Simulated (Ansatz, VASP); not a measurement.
**One calculation of FeO, two programs**

```
Fe O
1.0
     0.00000    2.14093    2.14093
     2.14093    0.00000    2.14093
     2.14093    2.14093    0.00000
Fe O
1 1
Direct
  0.00000 0.00000 0.00000
  0.50000 0.50000 0.50000
```

Change from the starting cell: volume scaled by 0.98.

Alike in both runs: task single point; functional PBEsol; k mesh 11 × 11 × 11; occupations fermi-dirac, width 0.05 eV; collinear spin.

```csv
,VASP,Ansatz
version,VASP 6.6.1,Ansatz 0.2.0
potentials or method,"VASP PAW PBE potentials, release 64 (Fe, O), cutoff 520 eV","all-electron LAPW, scalar-relativistic"
```

```csv
,VASP,Ansatz,Ansatz less VASP
gap on the k mesh at the Fermi level (eV),none,none,-
pressure (GPa),-4.6,-5.0,-0.41
net moment per atom (μB),2.00,2.00,0.000
size of the moment on the site where the two differ most (μB),0.31,0.33,+0.022
```

VASP's potentials were made for PBE, not for PBEsol. Site moments also hang on the region over which each program counts them. A gap of «none» marks a metal or a gap that the smearing closes. Ansatz ran all-electron here, and VASP with PAW potentials.
